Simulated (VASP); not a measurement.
# CaS (Fm-3m) in VASP: notebook

Aim: see how the results for CaS move with the level of theory and the settings. Levels: PBE, r2SCAN. Tasks: single point.

Everything below comes from runs of VASP 6.6.1. Logs are shortened: lines on timing, memory, paths and dates and some standing lists are left out, and cuts for length are marked.

### Step 1. The cell of the first run

The structure is cubic, space group Fm-3m (No. 225). The conventional cell has a = 5.717 Å, b = 5.717 Å, c = 5.717 Å, α = 90.00°, β = 90.00°, γ = 90.00°. Within 3.8 Å of Ca (site symmetry m-3m) lie 6 S at 2.86 Å. S (site symmetry m-3m) has 6 Ca at 2.86 Å within 3.8 Å.

### Step 2. Single point, PBE (strain +0.4%)

The input, INCAR:

```
SYSTEM = CaS
ALGO = Normal
EDIFF = 1E-6
ENCUT = 500
GGA = PE
GGA_COMPAT = .FALSE.
ISIF = 2
ISMEAR = -1
LASPH = .TRUE.
LCHARG = .FALSE.
LREAL = .FALSE.
LWAVE = .FALSE.
NBANDS = 15
NELM = 120
PREC = Accurate
SIGMA = 0.02
```

The input, KPOINTS:

```
k-points
0
G
  8 8 8
  0 0 0
```

The input, POSCAR:

```
CaS
1.0
    0.0000000000      2.8584824999      2.8584824999
    2.8584824999      0.0000000000      2.8584824999
    2.8584824999      2.8584824999      0.0000000000
Ca S
1 1
Direct
    0.0000000000      0.0000000000      0.0000000000
    0.5000000000      0.5000000000      0.5000000000
```

Potentials or basis: VASP PAW PBE potentials, release 64 (Ca_sv, S).

Command:

```sh
$ cat potpaw_PBE.64/Ca_sv/POTCAR potpaw_PBE.64/S/POTCAR > POTCAR
$ mpirun -np 1 vasp_std > vasp.out
```

OUTCAR:

```text
SYSTEM = CaS
   EDIFF = 1E-6
   ENCUT = 500
   GGA = PE
   ISIF = 2
   ISMEAR = -1
   LASPH = .TRUE.
   LREAL = .FALSE.
   NELM = 120
   PREC = Accurate

 ion  position               nearest neighbor table
   1  0.000  0.000  0.000-   2 2.86   2 2.86   2 2.86   2 2.86   2 2.86   2 2.86
   2  0.500  0.500  0.500-   1 2.86   1 2.86   1 2.86   1 2.86   1 2.86   1 2.86

  LATTYP: Found a face centered cubic cell.
 ALAT       =     5.7169649998

  Lattice vectors:

 A1 = (   0.0000000000,   2.8584824999,   2.8584824999)
 A2 = (   2.8584824999,   0.0000000000,   2.8584824999)
 A3 = (   2.8584824999,   2.8584824999,   0.0000000000)

Analysis of symmetry for initial positions (statically):
=====================================================================
 Subroutine PRICEL returns:
 Original cell was already a primitive cell.

 Routine SETGRP: Setting up the symmetry group for a
 face centered cubic supercell.

 Subroutine GETGRP returns: Found 48 space group operations
 (whereof 48 operations were pure point group operations)
 out of a pool of 48 trial point group operations.

The static configuration has the point symmetry O_h .

Analysis of symmetry for dynamics (positions and initial velocities):
=====================================================================
 Subroutine PRICEL returns:
 Original cell was already a primitive cell.

 Routine SETGRP: Setting up the symmetry group for a
 face centered cubic supercell.

 Subroutine GETGRP returns: Found 48 space group operations
 (whereof 48 operations were pure point group operations)
 out of a pool of 48 trial point group operations.

The dynamic configuration has the point symmetry O_h .

 Subroutine INISYM returns: Found 48 space group operations
 (whereof 48 operations are pure point group operations),
 and found     1 'primitive' translations

----------------------------------------------------------------------------------------

                                     Primitive cell

  volume of cell :      46.7129

  direct lattice vectors                    reciprocal lattice vectors
     0.000000000  2.858482500  2.858482500    -0.174917985  0.174917985  0.174917985
     2.858482500  0.000000000  2.858482500     0.174917985 -0.174917985  0.174917985
     2.858482500  2.858482500  0.000000000     0.174917985  0.174917985 -0.174917985

  length of vectors
     4.042504719  4.042504719  4.042504719     0.302966838  0.302966838  0.302966838

  position of ions in fractional coordinates (direct lattice)
     0.000000000  0.000000000  0.000000000
     0.500000000  0.500000000  0.500000000

  ion indices of the primitive-cell ions
   primitive index   ion index
                 1           1
                 2           2

----------------------------------------------------------------------------------------

 KPOINTS: k-points

Automatic generation of k-mesh.
 Grid dimensions read from file:
 generate k-points for:    8    8    8

 Generating k-lattice:

  Cartesian coordinates                     Fractional coordinates (reciprocal lattice)
    -0.021864748  0.021864748  0.021864748     0.125000000  0.000000000  0.000000000
     0.021864748 -0.021864748  0.021864748     0.000000000  0.125000000  0.000000000
     0.021864748  0.021864748 -0.021864748     0.000000000  0.000000000  0.125000000

  Length of vectors
     0.037870855  0.037870855  0.037870855

  Shift w.r.t. Gamma in fractional coordinates (k-lattice)
     0.000000000  0.000000000  0.000000000

 Subroutine IBZKPT returns following result:
 ===========================================

 Found     29 irreducible k-points:

 Following reciprocal coordinates:
            Coordinates               Weight
  0.000000  0.000000  0.000000      1.000000
  0.125000  0.000000  0.000000      8.000000
  0.250000  0.000000  0.000000      8.000000
  0.375000  0.000000  0.000000      8.000000
  0.500000  0.000000  0.000000      4.000000
  0.125000  0.125000  0.000000      6.000000
[... 16 lines left out ...]
  0.500000  0.250000  0.125000     48.000000
 -0.375000  0.250000  0.125000     24.000000
 [... further k-points ...]
   k-points           NKPTS =     29   k-points in BZ     NKDIM =     29   number of bands    NBANDS=     15
   number of dos      NEDOS =    301   number of ions     NIONS =      2
   total plane-waves  NPLWV =  27000
   dimension x,y,z NGX =    30 NGY =   30 NGZ =   30
   dimension x,y,z NGXF=    60 NGYF=   60 NGZF=   60
   ions per type =               1   1
   NGX,Y,Z   is equivalent  to a cutoff of  12.34, 12.34, 12.34 a.u.
   NGXF,Y,Z  is equivalent  to a cutoff of  24.67, 24.67, 24.67 a.u.
 SYSTEM =  CaS
   PREC   = accura    normal or accurate (medium, high low for compatibility)
   ISTART =      0    job   : 0-new  1-cont  2-samecut
   ICHARG =      2    charge: 1-file 2-atom 10-const
   ISPIN  =      1    spin polarized calculation?
   LNONCOLLINEAR =      F non collinear calculations
   LSORBIT =      F    spin-orbit coupling
   LASPH  =      T    aspherical Exc in radial PAW
   ENCUT  =  500.0 eV  36.75 Ry    6.06 a.u.   7.37  7.37  7.37*2*pi/ulx,y,z
   NELM   =    120;   NELMIN=  2; NELMDL= -5     # of ELM steps
   EDIFF  = 0.1E-05   stopping-criterion for ELM
   LREAL  =      F    real-space projection
   EDIFFG = 0.1E-04   stopping-criterion for IOM
   NSW    =      0    number of steps for IOM
   IBRION =     -1    ionic relax: 0-MD 1-quasi-New 2-CG
   NFREE  =      0    steps in history (QN), initial steepest desc. (CG)
   ISIF   =      2    stress and relaxation
   ISYM   =      2    0-nonsym 1-usesym 2-fastsym
   POTIM  = 0.5000    time-step for ionic-motion
   TEBEG  =    0.0;   TEEND  =   0.0 temperature during run
   PSTRESS=    0.0 pullay stress
   NELECT =      16.0000    total number of electrons
   NUPDOWN=      -1.0000    fix difference up-down
   EMIN   =  10.00;   EMAX   =-10.00  energy-range for DOS
   EFERMI =   0.00;   METHOD = LEGACY
   ISMEAR =    -1;   SIGMA  =   0.02  broadening in eV -4-tet -1-fermi 0-gaus
   EFERMI_NEDOS =   21; number of points for ismear=-14 and -15
   IALGO  =     38    algorithm
   IMIX   =      4    mixing-type and parameters
     AMIX     =   0.40;   BMIX     =  1.00
     AMIX_MAG =   1.60;   BMIX_MAG =  1.00
  volume/ion in A,a.u.               =      23.36       157.62
  Fermi-wavevector in a.u.,A,eV,Ry     =   1.145432  2.164553 17.851039  1.312014
  Thomas-Fermi vector in A             =   2.282120
   LORBIT       =      0    0 simple, 1 ext, 2 COOP (PROOUT), +10 PAW based schemes
   GGA     = PE    functional components
   LHFCALC =     F    Hartree Fock is set to
   AEXX    =    0.0000 exact exchange contribution
   IVDW    =     0    specifies the selected vdW correction
   LEPSILON=     F    determine dielectric tensor
   LRPA    =     F    only Hartree local field effects (RPA)
 non-spin polarized calculation
  energy-cutoff  :      500.00
  volume of cell :       46.71
 maximum number of plane-waves:      1243
 NGX is ok and might be reduce to    30
   NGX = 15   NGY = 15   NGZ = 15

 number of electron      16.0000004 magnetization

 Free energy of the ion-electron system (eV)
  ---------------------------------------------------
  ext. energy  EPLUGINS =         0.00000000
  ---------------------------------------------------
  free energy    TOTEN  =       -10.36496114 eV

  energy without entropy =      -10.36496114  energy(sigma->0) =      -10.36496114

 E-fermi :   3.0212     XC(G=0):  -9.2657

 val. band max:        2.6464656758   @ k =   0.0000   0.0000   0.0000
 cond. band min:       5.0292855330   @ k =   0.5000   0.5000   0.0000
 fundamental gap:      2.3828198572
 Fermi energy:         3.0211536989

 k-point     1 :       0.0000    0.0000    0.0000
  band No.  band energies     occupation
      1     -36.5914      2.00000
      2     -17.5698      2.00000
      3     -17.5698      2.00000
      4     -17.5698      2.00000
      5      -8.6416      2.00000
      6       2.6465      2.00000
      7       2.6465      2.00000
      8       2.6465      2.00000
      9       6.7223      0.00000
     10       6.8125      0.00000
     11       6.8125      0.00000
     12       6.8125      0.00000
     13       7.3963      0.00000
     14       7.3963      0.00000
     15      13.4846      0.00000

 k-point     2 :       0.1250    0.0000    0.0000
  band No.  band energies     occupation
      1     -36.5898      2.00000
      2     -17.5936      2.00000
      3     -17.5717      2.00000
      4     -17.5717      2.00000
      5      -8.5369      2.00000
      6       1.9938      2.00000
      7       2.4268      2.00000
      8       2.4268      2.00000
      9       6.7943      0.00000
     10       7.0373      0.00000
     11       7.0373      0.00000
     12       7.5000      0.00000
     13       7.7958      0.00000
     14       7.7958      0.00000
     15      13.5937      0.00000

 k-point     3 :       0.2500    0.0000    0.0000
  band No.  band energies     occupation
      1     -36.5860      2.00000
      2     -17.6501      2.00000
      3     -17.5761      2.00000
      4     -17.5761      2.00000
      5      -8.2715      2.00000
      6       0.8451      2.00000
      7       1.9927      2.00000
      8       1.9927      2.00000
      9       6.9208      0.00000
     10       7.6075      0.00000
     11       7.6075      0.00000
     12       8.7918      0.00000
     13       8.7918      0.00000
     14       8.8308      0.00000
     15      12.9407      0.00000

 k-point     4 :       0.3750    0.0000    0.0000
  band No.  band energies     occupation
      1     -36.5822      2.00000
      2     -17.7053      2.00000
      3     -17.5805      2.00000
      4     -17.5805      2.00000
      5      -7.9833      2.00000
      6      -0.0628      2.00000
      7       1.6419      2.00000
      8       1.6419      2.00000
      9       7.3485      0.00000
     10       8.3621      0.00000
     11       8.3621      0.00000
     12       9.1807      0.00000
     13       9.9360      0.00000
     14       9.9360      0.00000
     15      12.4672      0.00000
[... 307 lines left out ...]
 k-point    22 :       0.3750    0.2500    0.1250
  band No.  band energies     occupation
      1     -36.5832      2.00000
      2     -17.6591      2.00000
      3     -17.6014      2.00000
      4     -17.5833      2.00000
      5      -8.1435      2.00000
      6       0.5285      2.00000
      7       1.8126      2.00000
      8       1.8153      2.00000
      9       6.4569      0.00000
     10       7.9157      0.00000
     11       8.3409      0.00000
     12       8.4881      0.00000
     13       8.9929      0.00000
     14      10.6711      0.00000
     15      12.1790      0.00000

 k-point    23 :       0.5000    0.2500    0.1250
  band No.  band energies     occupation
      1     -36.5802      2.00000
      2     -17.6867      2.00000
      3     -17.6139      2.00000
      4     -17.5903      2.00000
      5      -7.9638      2.00000
      6       0.1811      2.00000
      7       1.3608      2.00000
      8       1.5882      2.00000
      9       6.9550      0.00000
     10       8.4676      0.00000
     11       8.7590      0.00000
     12       8.8848      0.00000
     13       9.5163      0.00000
     14      10.9756      0.00000
     15      11.3984      0.00000

 k-point    24 :      -0.3750    0.2500    0.1250
  band No.  band energies     occupation
      1     -36.5790      2.00000
      2     -17.6987      2.00000
      3     -17.6169      2.00000
      4     -17.5947      2.00000
      5      -7.8869      2.00000
      6       0.0518      2.00000
      7       1.1740      2.00000
      8       1.5007      2.00000
      9       7.6118      0.00000
     10       7.9302      0.00000
     11       9.0455      0.00000
     12       9.3488      0.00000
     13       9.6345      0.00000
     14      10.5985      0.00000
     15      11.8570      0.00000

 [... further k-points ...]

------------------------ aborting loop because EDIFF is reached ----------------------------------------

  FORCE on cell =-STRESS in cart. coord.  units (eV):
  Direction    XX          YY          ZZ          XY          YZ          ZX
  --------------------------------------------------------------------------------------
  -------------------------------------------------------------------------------------
  Total       -0.0033667     -0.0033667     -0.0033667     -0.0000000      0.0000000      0.0000000
  in kB       -0.1154729     -0.1154729     -0.1154729     -0.0000000      0.0000000      0.0000000
  external PRESSURE =      -0.1154729 kB  Pullay stress =       0.0000000 kB

 VOLUME and BASIS-vectors are now :
 -----------------------------------------------------------------------------
  energy-cutoff  :      500.00
  volume of cell :       46.71
      direct lattice vectors                 reciprocal lattice vectors
     0.000000000  2.858482500  2.858482500    -0.174917985  0.174917985  0.174917985
     2.858482500  0.000000000  2.858482500     0.174917985 -0.174917985  0.174917985
     2.858482500  2.858482500  0.000000000     0.174917985  0.174917985 -0.174917985

 POSITION                                       TOTAL-FORCE (eV/Angst)
 -----------------------------------------------------------------------------------
      0.00000      0.00000      0.00000         0.000000     -0.000000     -0.000000
      2.85848      2.85848      2.85848        -0.000000      0.000000      0.000000
 -----------------------------------------------------------------------------------
    total drift:                               -0.000000      0.000000      0.000000

  FREE ENERGIE OF THE ION-ELECTRON SYSTEM (eV)
  ---------------------------------------------------
  free  energy   TOTEN  =       -10.3649611433 eV

  energy  without entropy=      -10.3649611433  energy(sigma->0) =      -10.36496114
```

Wall time 11 s (1 thread of AMD EPYC 9R45 (Zen 5), shared host); peak memory 0.14 GiB.

Results:

| Item | Value |
| --- | --- |
| Free energy | -10.3650 eV |
| Pressure | 0.0 GPa |
| Band gap on the k mesh | 2.38 eV, indirect (least direct gap 3.18 eV) |

Caveat: the cell differs from its parent crystal (strain +0.4%). A k mesh can miss the band edges.

### Step 3. Single point, r2SCAN (strain +0.4%)

POSCAR is that of step 2.

The input, INCAR.step1:

```
  PREC = Accurate
  ENCUT = 550
  ISMEAR = 0
  SIGMA = 0.01
  LREAL = False
  LASPH = True
  NELM = 120
  NBANDS = 15
  GGA = PE
  ALGO = Normal
  EDIFF = 1E-5
  LWAVE = True
  LCHARG = False
  GGA_COMPAT = False
```

The input, INCAR.step2:

```
  PREC = Accurate
  ENCUT = 550
  EDIFF = 1E-6
  ISMEAR = 0
  SIGMA = 0.01
  LREAL = False
  LASPH = True
  NELM = 120
  ALGO = Normal
  ISIF = 2
  LWAVE = False
  LCHARG = False
  METAGGA = R2SCAN
  LMIXTAU = True
  NBANDS = 15
  ISTART = 1
  GGA_COMPAT = False
```

The input, KPOINTS:

```
regular mesh
0
Gamma
  8 8 8
```

Potentials or basis: VASP PAW PBE potentials, release 64 (Ca_sv, S).

Command:

```sh
$ cat potpaw_PBE.64/Ca_sv/POTCAR potpaw_PBE.64/S/POTCAR > POTCAR
$ cp INCAR.step1 INCAR
$ mpirun -np 1 vasp_std > vasp.out
$ cp INCAR.step2 INCAR
$ mpirun -np 1 vasp_std > vasp.out
```

Run time: 65 s. Hardware: 1 thread of AMD EPYC 9R45 (Zen 5), shared host; peak memory 0.16 GiB.

The run converged. Its results:

```yaml
Free_energy: -19.9421 eV
Pressure: -0.4 GPa
Band_gap_on_the_k_mesh: 2.83 eV, indirect (least direct gap 3.65 eV)
```

Levels at points of the mesh, in eV from the valence-band top:
```
           k point  band 4  band 5  band 6  band 7  band 8  band 9  band 10  band 11  band 12  band 13
(0.00, 0.00, 0.00)  -20.86  -11.76    0.00    0.00    0.00    4.67     4.67     4.67     4.85     5.30
(0.50, 0.00, 0.00)  -20.87  -10.95   -3.06   -1.13   -1.13    5.76     6.64     6.78     6.78     8.75
(0.50, 0.50, 0.00)  -20.91  -11.13   -2.29   -0.82   -0.82    2.83     6.16     6.72     7.36     7.36
```

Caveat: the cell differs from its parent crystal (strain +0.4%); the PAW data sets were made with another functional, which shifts forces and pressure a little. A k mesh can miss the band edges.
